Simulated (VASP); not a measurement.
# Si2Mo (C2/m) in VASP: further runs

Runs on Si2Mo. Level: PBEsol. Tasks: single point.

Program: VASP 6.6.1. These are calculated values, not measurements. Logs are shortened: lines on timing, memory, paths and dates and some standing lists are left out, and cuts for length are marked.

## Step 1: The cell of the first run

Symmetry: C2/m, No. 12, monoclinic system. The conventional cell has a = 8.447 Å, b = 3.190 Å, c = 3.190 Å, α = 90.00°, β = 112.19°, γ = 90.00°. Within 3.2 Å of Si (site symmetry m) lie 9 Si at 2.40 to 3.19 Å and 5 Mo at 2.48 to 2.73 Å. Mo (site symmetry 2/m) has 10 Si at 2.48 to 2.73 Å and 4 Mo at 3.19 Å within 3.3 Å.

## Step 2: Single point, PBEsol (atoms displaced along a vibrational mode)

INCAR

```
PREC = Accurate ; ENCUT = 520
EDIFF = 1E-6 ; ISMEAR = 0
SIGMA = 0.15 ; LREAL = False
LASPH = True ; NELM = 60
ALGO = Normal ; ISIF = 2
LWAVE = False ; LCHARG = False
GGA = PS ; NBANDS = 18
```

KPOINTS

```
regular mesh
0
Gamma
  20 20 20
```

POSCAR

```
Si2Mo
1.0
   -1.5950350805      1.5950350805      3.9106920000
    1.5950350805     -1.5950350805      3.9106920000
    1.5950350805      1.5950350805     -3.9106920000
Si Mo
2 1
Direct
    0.3350596655      0.3977542114      0.0626945459
    0.6649403345      0.6022457886     -0.0626945459
    0.0000000000      0.0000000000      0.0000000000
```

Potentials or basis: VASP PAW PBE potentials, release 64 (Si, Mo_sv).

Command:

```console
$ cat potpaw_PBE.64/Si/POTCAR potpaw_PBE.64/Mo_sv/POTCAR > POTCAR
$ mpirun -np 1 vasp_std > vasp.out
```

OUTCAR:

```text
PREC = Accurate
   ENCUT = 520
   EDIFF = 1E-6
   ISMEAR = 0
   LREAL = False
   LASPH = True
   NELM = 60
   ISIF = 2
   GGA = PS

 ion  position               nearest neighbor table
   1  0.335  0.398  0.063-   2 2.40   2 2.40   3 2.48   3 2.48   2 2.61   3 2.63   3 2.73   3 2.73
                             2 2.88   2 2.88
   2  0.665  0.602  0.937-   1 2.40   1 2.40   3 2.48   3 2.48   1 2.61   3 2.63   3 2.73   3 2.73
                             1 2.88   1 2.88
   3  0.000  0.000  0.000-   2 2.48   1 2.48   2 2.48   1 2.48   1 2.63   2 2.63   1 2.73   2 2.73
                             1 2.73   2 2.73

  LATTYP: Found a body centered tetragonal cell.
 ALAT       =     3.1900701610
 C/A-ratio  =     2.4517905893

  Lattice vectors:

 A1 = (  -1.5950350805,   1.5950350805,   3.9106920000)
 A2 = (   1.5950350805,  -1.5950350805,   3.9106920000)
 A3 = (   1.5950350805,   1.5950350805,  -3.9106920000)

Analysis of symmetry for initial positions (statically):
=====================================================================
 Subroutine PRICEL returns:
 Original cell was already a primitive cell.

 Routine SETGRP: Setting up the symmetry group for a
 body centered tetragonal supercell.

 Subroutine GETGRP returns: Found  4 space group operations
 (whereof  4 operations were pure point group operations)
 out of a pool of 16 trial point group operations.

The static configuration has the point symmetry C_2h.

Analysis of symmetry for dynamics (positions and initial velocities):
=====================================================================
 Subroutine PRICEL returns:
 Original cell was already a primitive cell.

 Routine SETGRP: Setting up the symmetry group for a
 body centered tetragonal supercell.

 Subroutine GETGRP returns: Found  4 space group operations
 (whereof  4 operations were pure point group operations)
 out of a pool of 16 trial point group operations.

The dynamic configuration has the point symmetry C_2h.

 Subroutine INISYM returns: Found  4 space group operations
 (whereof  4 operations are pure point group operations),
 and found     1 'primitive' translations

----------------------------------------------------------------------------------------

                                     Primitive cell

  volume of cell :      39.7973

  direct lattice vectors                    reciprocal lattice vectors
    -1.595035080  1.595035080  3.910692000     0.000000000  0.313472729  0.127854610
     1.595035080 -1.595035080  3.910692000     0.313472729  0.000000000  0.127854610
     1.595035080  1.595035080 -3.910692000     0.313472729  0.313472729  0.000000000

  length of vectors
     4.514619113  4.514619113  4.514619113     0.338543872  0.338543872  0.443317385

  position of ions in fractional coordinates (direct lattice)
     0.335059665  0.397754211  0.062694546
     0.664940335  0.602245789  0.937305454
     0.000000000  0.000000000  0.000000000

  ion indices of the primitive-cell ions
   primitive index   ion index
                 1           1
                 2           2
                 3           3

----------------------------------------------------------------------------------------

 KPOINTS: regular mesh

Automatic generation of k-mesh.
 Grid dimensions read from file:
 generate k-points for:   20   20   20

 Generating k-lattice:

  Cartesian coordinates                     Fractional coordinates (reciprocal lattice)
     0.000000000  0.015673636  0.006392730     0.050000000  0.000000000 -0.000000000
     0.015673636  0.000000000  0.006392730     0.000000000  0.050000000 -0.000000000
     0.015673636  0.015673636  0.000000000     0.000000000  0.000000000  0.050000000

  Length of vectors
     0.016927194  0.016927194  0.022165869

  Shift w.r.t. Gamma in fractional coordinates (k-lattice)
     0.000000000  0.000000000  0.000000000

 Subroutine IBZKPT returns following result:
 ===========================================

 Found   2112 irreducible k-points:

 Following reciprocal coordinates:
            Coordinates               Weight
  0.000000  0.000000  0.000000      1.000000
  0.050000  0.000000 -0.000000      4.000000
  0.000000  0.050000 -0.000000      2.000000
  0.050000  0.000000 -0.050000      2.000000
  0.100000  0.000000 -0.000000      4.000000
  0.000000  0.100000 -0.000000      2.000000
[... 16 lines left out ...]
  0.400000  0.000000 -0.000000      4.000000
  0.000000  0.400000 -0.000000      2.000000
 [... further k-points ...]
   k-points           NKPTS =   2112   k-points in BZ     NKDIM =   2112   number of bands    NBANDS=     18
   number of dos      NEDOS =    301   number of ions     NIONS =      3
   total plane-waves  NPLWV =  46656
   dimension x,y,z NGX =    36 NGY =   36 NGZ =   36
   dimension x,y,z NGXF=    72 NGYF=   72 NGZF=   72
   ions per type =               2   1
   NGX,Y,Z   is equivalent  to a cutoff of  13.26, 13.26, 13.26 a.u.
[... 96 lines left out ...]
      4     -22.3021      2.00000
      5      -1.2089      2.00000
      6       5.8350      2.00000
[... 10 lines left out ...]
     17      17.3674      0.00000
     18      18.0611      0.00000

 k-point     4 :       0.0500    0.0000   -0.0500
  band No.  band energies     occupation
      1     -48.2775      2.00000
      2     -22.5620      2.00000
      3     -22.4088      2.00000
      4     -22.3023      2.00000
      5      -1.2113      2.00000
      6       5.8086      2.00000
[... 10 lines left out ...]
     17      17.3428      0.00000
     18      18.2938      0.00000

 k-point     5 :       0.1000    0.0000   -0.0000
  band No.  band energies     occupation
      1     -48.2761      2.00000
      2     -22.5585      2.00000
      3     -22.4362      2.00000
      4     -22.2952      2.00000
      5      -1.0712      2.00000
      6       5.8365      2.00000
[... 10 lines left out ...]
     17      18.1231      0.00000
     18      18.4153      0.00000

 k-point     6 :       0.0000    0.1000   -0.0000
  band No.  band energies     occupation
      1     -48.2761      2.00000
      2     -22.5675      2.00000
      3     -22.4070      2.00000
      4     -22.3151      2.00000
      5      -1.0713      2.00000
      6       5.8824      2.00000
[... 10 lines left out ...]
     17      17.6107      0.00000
     18      18.5220      0.00000

 k-point     7 :       0.1000    0.0000   -0.1000
  band No.  band energies     occupation
      1     -48.2761      2.00000
      2     -22.5661      2.00000
      3     -22.4070      2.00000
      4     -22.3161      2.00000
      5      -1.0814      2.00000
      6       5.7737      2.00000
[... 10 lines left out ...]
     17      17.4727      0.00000
     18      18.9748      0.00000

 k-point     8 :       0.1500    0.0000   -0.0000
  band No.  band energies     occupation
      1     -48.2738      2.00000
      2     -22.5559      2.00000
      3     -22.4670      2.00000
      4     -22.2926      2.00000
      5      -0.8448      2.00000
      6       5.8250      2.00000
[... 10 lines left out ...]
     17      18.6510      0.00000
     18      19.2124      0.00000
[... 229 lines left out ...]
     17      19.2977      0.00000
     18      20.6558      0.00000

 k-point    20 :       0.3500    0.0000   -0.0000
  band No.  band energies     occupation
      1     -48.2621      2.00000
      2     -22.6284      2.00000
      3     -22.5417      2.00000
      4     -22.2789      2.00000
      5       0.8348      2.00000
      6       4.5011      2.00000
[... 10 lines left out ...]
     17      19.6547      0.00000
     18      21.1955      0.00000

 k-point    21 :       0.0000    0.3500   -0.0000
  band No.  band energies     occupation
      1     -48.2624      2.00000
      2     -22.6602      2.00000
      3     -22.3976      2.00000
      4     -22.3893      2.00000
      5       0.8197      2.00000
      6       5.0472      2.00000
[... 10 lines left out ...]
     17      19.9552      0.00000
     18      20.6386      0.00000

 k-point    22 :       0.3500    0.0000   -0.3500
  band No.  band energies     occupation
      1     -48.2624      2.00000
      2     -22.6501      2.00000
      3     -22.4044      2.00000
      4     -22.3892      2.00000
      5       0.6510      2.00000
      6       4.4954      2.00000
[... 10 lines left out ...]
     17      18.8906      0.00000
     18      20.8528      0.00000

 k-point    23 :       0.4000    0.0000   -0.0000
  band No.  band energies     occupation
      1     -48.2599      2.00000
      2     -22.6583      2.00000
      3     -22.5391      2.00000
      4     -22.2763      2.00000
      5       1.4055      2.00000
      6       3.9128      2.00000
[... 10 lines left out ...]
     17      18.9754      0.00000
     18      20.9656      0.00000

 k-point    24 :       0.0000    0.4000   -0.0000
  band No.  band energies     occupation
      1     -48.2602      2.00000
      2     -22.6813      2.00000
      3     -22.4036      2.00000
      4     -22.3865      2.00000
      5       1.3599      2.00000
      6       4.4608      2.00000
[... 10 lines left out ...]
     17      19.8427      0.00000
     18      20.1266      0.00000

 [... further k-points ...]
[... 5 lines left out ...]
  --------------------------------------------------------------------------------------
  -------------------------------------------------------------------------------------
  Total        0.6954518      2.3198410      1.2745039      0.0000000      0.0000000      0.6669836
  in kB       27.9977766     93.3930854     51.3094879      0.0000000      0.0000000     26.8516938
  external PRESSURE =      57.5667833 kB  Pullay stress =       0.0000000 kB

 VOLUME and BASIS-vectors are now :
 -----------------------------------------------------------------------------
  energy-cutoff  :      520.00
  volume of cell :       39.80
      direct lattice vectors                 reciprocal lattice vectors
    -1.595035080  1.595035080  3.910692000     0.000000000  0.313472729  0.127854610
     1.595035080 -1.595035080  3.910692000     0.313472729  0.000000000  0.127854610
     1.595035080  1.595035080 -3.910692000     0.313472729  0.313472729  0.000000000

 POSITION                                       TOTAL-FORCE (eV/Angst)
 -----------------------------------------------------------------------------------
      0.20000     -0.00000      2.62063        -2.310580      0.000000      0.346153
      1.39504      1.59504      1.29006         2.310580     -0.000000     -0.346153
      0.00000      0.00000      0.00000         0.000000      0.000000      0.000000
 -----------------------------------------------------------------------------------
    total drift:                                0.000000      0.000000      0.000000

  FREE ENERGIE OF THE ION-ELECTRON SYSTEM (eV)
  ---------------------------------------------------
  free  energy   TOTEN  =       -24.6185955181 eV

  energy  without entropy=      -24.6154694648  energy(sigma->0) =      -24.61703249
```

Run time: 11 min. Hardware: 1 thread of Intel Xeon 6975P-C (Granite Rapids), shared host; peak memory 1.4 GiB.

What came out:

```yaml
Free_energy: -24.6186 eV
Pressure: 5.8 GPa
Largest_force: 2.336 eV/Å
Band_gap_on_the_k_mesh: zero (bands 11 and 12 overlap by 0.92 eV)
```

Forces on the atoms (eV/Å):
```
Si  -2.311  0.000  0.346
Si   2.311  0.000 -0.346
Mo   0.000  0.000  0.000
```

Stress tensor (GPa, compression positive):
```
2.80 0.00 2.69
0.00 9.34 0.00
2.69 0.00 5.13
```

Levels at points of the mesh, in eV from the Fermi level:
| k point | band 8 | band 9 | band 10 | band 11 | band 12 | band 13 | band 14 | band 15 |
| --- | --- | --- | --- | --- | --- | --- | --- | --- |
| (0.00, 0.00, 0.00) | -3.30 | -3.00 | -2.48 | 0.42 | 2.15 | 2.97 | 3.58 | 3.91 |
| (0.50, 0.00, 0.00) | -4.65 | -2.98 | -2.36 | -0.45 | 2.17 | 3.16 | 3.98 | 4.23 |
| (0.00, 0.50, 0.00) | -4.68 | -2.86 | -2.52 | -0.64 | 1.63 | 2.25 | 3.80 | 4.39 |
| (0.50, 0.50, 0.00) | -4.58 | -4.52 | -3.05 | -1.34 | 2.25 | 2.61 | 3.05 | 3.32 |
| (0.50, 0.50, 0.50) | -2.53 | -0.99 | -0.72 | -0.47 | -0.18 | 0.63 | 4.49 | 4.80 |

Caveat: the cell differs from its parent crystal (atoms displaced along a vibrational mode); the stress differs along the axes, from 3 to 9 GPa; the PAW data sets were made with another functional, which shifts forces and pressure a little.

## Step 3: Single point, PBEsol (atoms displaced along a vibrational mode)

INCAR

```
SYSTEM = Si2Mo
PREC = Accurate
ENCUT = 520
EDIFF = 1E-6
ISMEAR = 0
SIGMA = 0.15
LREAL = .FALSE.
LASPH = .TRUE.
NELM = 100
ALGO = Fast
ISIF = 2
LWAVE = .FALSE.
LCHARG = .FALSE.
GGA = PS
NBANDS = 18
```

KPOINTS

```
Automatic mesh
0
G
  20 20 20
  0 0 0
```

POSCAR

```
Si2Mo
1.0
   -1.5950350805      1.5950350805      3.9106920000
    1.5950350805     -1.5950350805      3.9106920000
    1.5950350805      1.5950350805     -3.9106920000
Si Mo
2 1
Direct
    0.3350596655      0.2880387561     -0.0470209094
    0.6649403345      0.7119612439      0.0470209094
    0.0000000000      0.0000000000      0.0000000000
```

Potentials or basis: VASP PAW PBE potentials, release 64 (Si, Mo_sv).

Command:

```console
$ cat potpaw_PBE.64/Si/POTCAR potpaw_PBE.64/Mo_sv/POTCAR > POTCAR
$ mpirun -np 1 vasp_std > vasp.out
```

Wall time 50 min (1 thread of Oxide Virtual Turin-like, shared host); peak memory 1.4 GiB.

Results (log left out):

```yaml
Free_energy: -24.8209 eV
Pressure: 3.4 GPa
Largest_force: 1.746 eV/Å
Band_gap_on_the_k_mesh: zero (bands 11 and 12 overlap by 0.92 eV)
```

Forces in eV/Å, atoms in the order of the input:
```
Si   1.735  0.000  0.196
Si  -1.735  0.000 -0.196
Mo   0.000  0.000  0.000
```

Stress tensor (GPa, compression positive):
```
 1.87  0.00 -1.98
 0.00  5.38  0.00
-1.98  0.00  2.99
```

Levels at points of the mesh, in eV from the Fermi level:
| k point | band 9 | band 10 | band 11 | band 12 | band 13 | band 14 |
| --- | --- | --- | --- | --- | --- | --- |
| (0.00, 0.00, 0.00) | -2.85 | -2.55 | 0.41 | 2.45 | 3.05 | 3.57 |
| (0.50, 0.00, 0.00) | -2.88 | -2.42 | -0.48 | 2.22 | 3.16 | 4.05 |
| (0.50, 0.00, 0.50) | -2.78 | -2.50 | -0.60 | 2.01 | 2.26 | 3.92 |
| (0.50, 0.50, 0.00) | -4.54 | -3.08 | -1.29 | 2.29 | 2.68 | 3.10 |
| (0.50, 0.50, 0.50) | -0.83 | -0.61 | -0.52 | -0.31 | 0.59 | 4.61 |

Caveat: the cell differs from its parent crystal (atoms displaced along a vibrational mode); the cell stands under pressure; the PAW data sets were made with another functional, which shifts forces and pressure a little.

## Step 4: Single point, PBEsol (atoms displaced along a vibrational mode)

INCAR

```
  PREC = Accurate
  ENCUT = 520
  EDIFF = 1E-7
  ISMEAR = 0
  SIGMA = 0.15
  LREAL = False
  LASPH = True
  NELM = 80
  ALGO = Fast
  ISIF = 2
  LWAVE = False
  LCHARG = False
  GGA = PS
  NBANDS = 18
```

KPOINTS

```
regular mesh
0
Gamma
  20 20 20
```

POSCAR

```
Si2Mo
1.0
   -1.5950350805      1.5950350805      3.9106920000
    1.5950350805     -1.5950350805      3.9106920000
    1.5950350805      1.5950350805     -3.9106920000
Si Mo
2 1
Direct
    0.3350596655      0.2958755743     -0.0391840912
    0.6649403345      0.7041244257      0.0391840912
    0.0000000000      0.0000000000      0.0000000000
```

Command:

```console
$ cat potpaw_PBE.64/Si/POTCAR potpaw_PBE.64/Mo_sv/POTCAR > POTCAR
$ mpirun -np 1 vasp_std > vasp.out
```

Run time: 56 min. Hardware: 1 thread of Oxide Virtual Turin-like, shared host; peak memory 1.4 GiB.

The run converged. Its results:

- Free energy: -24.9004 eV
- Pressure: 2.5 GPa
- Largest force: 1.451 eV/Å
- Band gap on the k mesh: zero (bands 11 and 12 overlap by 0.91 eV)

Forces on the atoms (eV/Å):
```
Si   1.445  0.000  0.136
Si  -1.445  0.000 -0.136
Mo   0.000  0.000  0.000
```

Stress tensor (GPa, compression positive):
```
 1.49  0.00 -1.64
 0.00  3.87  0.00
-1.64  0.00  2.20
```

Levels at points of the mesh, in eV from the Fermi level:
```
           k point  band 7  band 8  band 9  band 10  band 11  band 12  band 13  band 14  band 15  band 16
(0.00, 0.00, 0.00)   -3.43   -3.21   -2.79    -2.57     0.40     2.60     3.09     3.57     4.03     4.10
(0.50, 0.00, 0.00)   -5.05   -4.57   -2.83    -2.45    -0.49     2.24     3.16     4.08     4.23     5.39
(0.00, 0.50, 0.00)   -4.82   -4.39   -2.87    -2.57    -0.51     2.29     3.90     4.00     4.40     5.01
(0.50, 0.00, 0.50)   -5.38   -4.64   -2.75    -2.50    -0.58     2.20     2.27     3.97     4.33     5.99
(0.50, 0.50, 0.00)   -6.12   -4.80   -4.52    -3.09    -1.27     2.31     2.71     3.12     3.35     4.79
(0.50, 0.50, 0.50)   -3.70   -2.36   -0.76    -0.57    -0.54    -0.35     0.57     4.66     5.08     5.82
```

Caveat: the cell differs from its parent crystal (atoms displaced along a vibrational mode); the PAW data sets were made with another functional, which shifts forces and pressure a little.

## Step 5: Overview

| cell | gap on the mesh (eV) | pressure (GPa) | largest force (eV/Å) |
| --- | --- | --- | --- |
| as given, atomic positions A | none | 5.8 | 2.34 |
| as given, atomic positions B | none | 3.4 | 1.75 |
| as given, atomic positions C | none | 2.5 | 1.45 |

Alike in all rows: task single point; level PBEsol; potentials or basis VASP PAW PBE potentials, release 64 (Si, Mo_sv); no spin polarisation; k mesh 20 × 20 × 20; cutoff (eV) 520; smearing gaussian 0.15 eV.

Caveats: the PAW data sets were made with another functional, which shifts forces and pressure a little; the stress differs along the axes, from 3 to 9 GPa (at least some runs); the cell stands under pressure (at least some runs).

Absolute energies hang on the potentials; compare differences alone.
